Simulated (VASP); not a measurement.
# Al2Ru (I4/mmm) in VASP: notebook

The runs below take Al2Ru through single point, with PBEsol.

Everything below comes from runs of VASP 6.6.1. Logs are shortened: lines on timing, memory, paths and dates and some standing lists are left out, and cuts for length are marked.

## (1) The cell of the first run

It takes space group I4/mmm (No. 139, tetragonal). Conventional cell: a = 3.121 Å, b = 3.121 Å, c = 8.444 Å, α = 90.00°, β = 90.00°, γ = 90.00°. Within 3.4 Å of Al (site symmetry 4mm) lie 5 Ru at 2.58 to 2.88 Å and 9 Al at 2.69 to 3.12 Å. Ru (site symmetry 4/mmm) has 10 Al at 2.58 to 2.88 Å and 4 Ru at 3.12 Å within 3.4 Å.

## (2) Single point, PBEsol

INCAR reads:

```
PREC = Accurate
ENCUT = 600
EDIFF = 1E-6
ISMEAR = 0
SIGMA = 0.1
LREAL = False
LASPH = True
NELM = 120
ALGO = Normal
ISIF = 2
LWAVE = False
LCHARG = True
GGA = PS
LELF = True
LVHAR = True
NBANDS = 18
GGA_COMPAT = False
```

KPOINTS reads:

```
regular mesh
0
Gamma
  1 1 1
```

POSCAR reads:

```
Al2Ru
1.0
   -1.5604216200      1.5604216200      4.2218055900
    1.5604216200     -1.5604216200      4.2218055900
    1.5604216200      1.5604216200     -4.2218055900
Al Ru
2 1
Direct
    0.6592021900      0.6592021900      0.0000000000
    0.3407978100      0.3407978100      0.0000000000
    0.0000000000      0.0000000000      0.0000000000
```

Potentials or basis: VASP PAW PBE potentials, release 64 (Al, Ru_sv).

Launch:

```console
$ cat potpaw_PBE.64/Al/POTCAR potpaw_PBE.64/Ru_sv/POTCAR > POTCAR
$ mpirun -np 1 vasp_gam > vasp.out
```

OUTCAR:

```text
PREC = Accurate
   ENCUT = 600
   EDIFF = 1E-6
   ISMEAR = 0
   LREAL = False
   LASPH = True
   NELM = 120
   ISIF = 2
   GGA = PS

 ion  position               nearest neighbor table
   1  0.659  0.659  0.000-   3 2.58   3 2.58   3 2.58   3 2.58   2 2.69   2 2.69   2 2.69   2 2.69
                             2 2.69   3 2.88
   2  0.341  0.341  0.000-   3 2.58   3 2.58   3 2.58   3 2.58   1 2.69   1 2.69   1 2.69   1 2.69
                             1 2.69   3 2.88
   3  0.000  0.000  0.000-   1 2.58   1 2.58   1 2.58   2 2.58   1 2.58   2 2.58   2 2.58   2 2.58
                             1 2.88   2 2.88

  LATTYP: Found a body centered tetragonal cell.
 ALAT       =     3.1208432400
 C/A-ratio  =     2.7055544065

  Lattice vectors:

 A1 = (  -1.5604216200,   1.5604216200,   4.2218055900)
 A2 = (   1.5604216200,  -1.5604216200,   4.2218055900)
 A3 = (   1.5604216200,   1.5604216200,  -4.2218055900)

Analysis of symmetry for initial positions (statically):
=====================================================================
 Subroutine PRICEL returns:
 Original cell was already a primitive cell.

 Routine SETGRP: Setting up the symmetry group for a
 body centered tetragonal supercell.

 Subroutine GETGRP returns: Found 16 space group operations
 (whereof 16 operations were pure point group operations)
 out of a pool of 16 trial point group operations.

The static configuration has the point symmetry D_4h.

Analysis of symmetry for dynamics (positions and initial velocities):
=====================================================================
 Subroutine PRICEL returns:
 Original cell was already a primitive cell.

 Routine SETGRP: Setting up the symmetry group for a
 body centered tetragonal supercell.

 Subroutine GETGRP returns: Found 16 space group operations
 (whereof 16 operations were pure point group operations)
 out of a pool of 16 trial point group operations.

The dynamic configuration has the point symmetry D_4h.

 Subroutine INISYM returns: Found 16 space group operations
 (whereof 16 operations are pure point group operations),
 and found     1 'primitive' translations

----------------------------------------------------------------------------------------

                                     Primitive cell

  volume of cell :      41.1190

  direct lattice vectors                    reciprocal lattice vectors
    -1.560421620  1.560421620  4.221805590     0.000000000  0.320426219  0.118432739
     1.560421620 -1.560421620  4.221805590     0.320426219  0.000000000  0.118432739
     1.560421620  1.560421620 -4.221805590     0.320426219  0.320426219  0.000000000
[... 63 lines left out ...]
   LREAL  =      F    real-space projection
   EDIFFG = 0.1E-04   stopping-criterion for IOM
   NSW    =      0    number of steps for IOM
   IBRION =     -1    ionic relax: 0-MD 1-quasi-New 2-CG
   NFREE  =      0    steps in history (QN), initial steepest desc. (CG)
   ISIF   =      2    stress and relaxation
   ISYM   =      2    0-nonsym 1-usesym 2-fastsym
   POTIM  = 0.5000    time-step for ionic-motion
   TEBEG  =    0.0;   TEEND  =   0.0 temperature during run
   PSTRESS=    0.0 pullay stress
   NELECT =      22.0000    total number of electrons
   NUPDOWN=      -1.0000    fix difference up-down
   EMIN   =  10.00;   EMAX   =-10.00  energy-range for DOS
   EFERMI =   0.00;   METHOD = LEGACY
   ISMEAR =     0;   SIGMA  =   0.10  broadening in eV -4-tet -1-fermi 0-gaus
   EFERMI_NEDOS =   21; number of points for ismear=-14 and -15
   IALGO  =     38    algorithm
   IMIX   =      4    mixing-type and parameters
     AMIX     =   0.40;   BMIX     =  1.00
     AMIX_MAG =   1.60;   BMIX_MAG =  1.00
  volume/ion in A,a.u.               =      13.71        92.49
  Fermi-wavevector in a.u.,A,eV,Ry     =   1.329031  2.511504 24.032278  1.766323
  Thomas-Fermi vector in A             =   2.458224
   LORBIT       =      0    0 simple, 1 ext, 2 COOP (PROOUT), +10 PAW based schemes
   GGA     = PS    functional components
   LHFCALC =     F    Hartree Fock is set to
   AEXX    =    0.0000 exact exchange contribution
   IVDW    =     0    specifies the selected vdW correction
   LEPSILON=     F    determine dielectric tensor
   LRPA    =     F    only Hartree local field effects (RPA)
 non-spin polarized calculation
 Gauss-broadening in eV      SIGMA  =   0.10
  energy-cutoff  :      600.00
  volume of cell :       41.12
 maximum number of plane-waves:       675
 NGX is ok and might be reduce to    40
   NGX = 19   NGY = 19   NGZ = 19

 number of electron      22.0000001 magnetization

 Free energy of the ion-electron system (eV)
  ---------------------------------------------------
  ext. energy  EPLUGINS =         0.00000000
  ---------------------------------------------------
  free energy    TOTEN  =       -18.79559381 eV

  energy without entropy =      -18.79559381  energy(sigma->0) =      -18.79559381

 E-fermi :  13.2084     XC(G=0): -11.9945

 val. band max:       12.7258649027   @ k =   0.0000   0.0000   0.0000
 cond. band min:      14.1387397810   @ k =   0.0000   0.0000   0.0000
 fundamental gap:      1.4128748783
 Fermi energy:        13.2084317461

 k-point     1 :       0.0000    0.0000    0.0000
  band No.  band energies     occupation
      1     -58.9902      2.00000
      2     -29.9845      2.00000
      3     -28.6351      2.00000
      4     -28.6351      2.00000
      5      -0.0125      2.00000
      6       6.5612      2.00000
[... 10 lines left out ...]
     17      18.0422      0.00000
     18      18.0422      0.00000

------------------------ aborting loop because EDIFF is reached ----------------------------------------

  FORCE on cell =-STRESS in cart. coord.  units (eV):
  Direction    XX          YY          ZZ          XY          YZ          ZX
  --------------------------------------------------------------------------------------
  -------------------------------------------------------------------------------------
  Total       -2.1134510     -2.1134510     10.0682492      0.0000000      0.0000000      0.0000000
  in kB      -82.3494350    -82.3494350    392.3036961      0.0000000      0.0000000      0.0000000
  external PRESSURE =      75.8682754 kB  Pullay stress =       0.0000000 kB

 VOLUME and BASIS-vectors are now :
 -----------------------------------------------------------------------------
  energy-cutoff  :      600.00
  volume of cell :       41.12
      direct lattice vectors                 reciprocal lattice vectors
    -1.560421620  1.560421620  4.221805590     0.000000000  0.320426219  0.118432739
     1.560421620 -1.560421620  4.221805590     0.320426219  0.000000000  0.118432739
     1.560421620  1.560421620 -4.221805590     0.320426219  0.320426219  0.000000000

 POSITION                                       TOTAL-FORCE (eV/Angst)
 -----------------------------------------------------------------------------------
      0.00000      0.00000      5.56605         0.000000      0.000000     -3.051232
      0.00000      0.00000      2.87756        -0.000000     -0.000000      3.051232
      0.00000      0.00000      0.00000         0.000000      0.000000      0.000000
 -----------------------------------------------------------------------------------
    total drift:                                0.000000     -0.000000      0.000000

  FREE ENERGIE OF THE ION-ELECTRON SYSTEM (eV)
  ---------------------------------------------------
  free  energy   TOTEN  =       -18.7955938084 eV

  energy  without entropy=      -18.7955938083  energy(sigma->0) =      -18.79559381
```

It used 10 s of CPU time on 1 thread of AMD EPYC 7R13 Processor (Zen 3), on a shared host.

Results:

```yaml
Free_energy: -18.7956 eV
Pressure: 7.6 GPa
Largest_force: 3.051 eV/Å
Band_gap_on_the_k_mesh: 1.41 eV
```

Forces on the atoms (eV/Å):
```
Al   0.000  0.000 -3.051
Al   0.000  0.000  3.051
Ru   0.000  0.000  0.000
```

Caveat: the k points lie up to 2.85 Å⁻¹ apart; the PAW data sets were made with another functional, which shifts forces and pressure a little.

## (3) Single point, PBEsol

INCAR reads:

```
SYSTEM = Al2Ru
PREC = Accurate
ENCUT = 520
EDIFF = 1E-7
ISMEAR = 0
SIGMA = 0.1
LREAL = .FALSE.
LASPH = .TRUE.
NELM = 100
ALGO = Fast
ISIF = 2
LWAVE = .FALSE.
LCHARG = .FALSE.
GGA = PS
NBANDS = 17
```

KPOINTS reads:

```
Automatic mesh
0
G
  26 26 26
  0 0 0
```

POSCAR is that of step 2.

Potentials or basis: VASP PAW PBE potentials, release 64 (Al, Ru_pv).

Launch:

```console
$ cat potpaw_PBE.64/Al/POTCAR potpaw_PBE.64/Ru_pv/POTCAR > POTCAR
$ mpirun -np 1 vasp_std > vasp.out
```

It took 43 min on 1 thread of Oxide Virtual Turin-like, shared host; peak memory 0.91 GiB.

It converged, with:

```yaml
Free_energy: -20.3292 eV
Pressure: -0.4 GPa
Largest_force: 0.048 eV/Å
Band_gap_on_the_k_mesh: zero (band 10 reaches 10.70 eV, above the bottom of band 11 at 10.52 eV)
```

Forces on the atoms (eV/Å):
```
Al   0.000  0.000 -0.048
Al   0.000  0.000  0.048
Ru   0.000  0.000  0.000
```

Stress tensor (GPa, compression positive):
```
-0.13  0.00  0.00
 0.00 -0.13  0.00
 0.00  0.00 -0.81
```

Levels at points of the mesh, in eV from the Fermi level:
| k point | band 6 | band 7 | band 8 | band 9 | band 10 | band 11 | band 12 | band 13 | band 14 | band 15 |
| --- | --- | --- | --- | --- | --- | --- | --- | --- | --- | --- |
| (0.00, 0.00, 0.00) | -3.84 | -1.99 | -1.99 | -1.99 | -0.96 | 2.39 | 4.66 | 6.11 | 6.11 | 6.23 |
| (0.50, 0.00, 0.00) | -4.62 | -2.94 | -2.75 | -2.56 | -1.43 | 0.57 | 3.04 | 5.10 | 6.99 | 8.48 |
| (0.50, 0.50, 0.00) | -3.48 | -3.43 | -3.10 | -1.28 | -0.35 | 0.27 | 1.83 | 2.00 | 4.77 | 5.37 |
| (0.50, 0.50, 0.50) | -4.00 | -2.63 | -1.56 | -1.56 | -0.93 | 3.15 | 3.15 | 6.29 | 6.46 | 8.51 |

Caveat: the PAW data sets were made with another functional, which shifts forces and pressure a little.
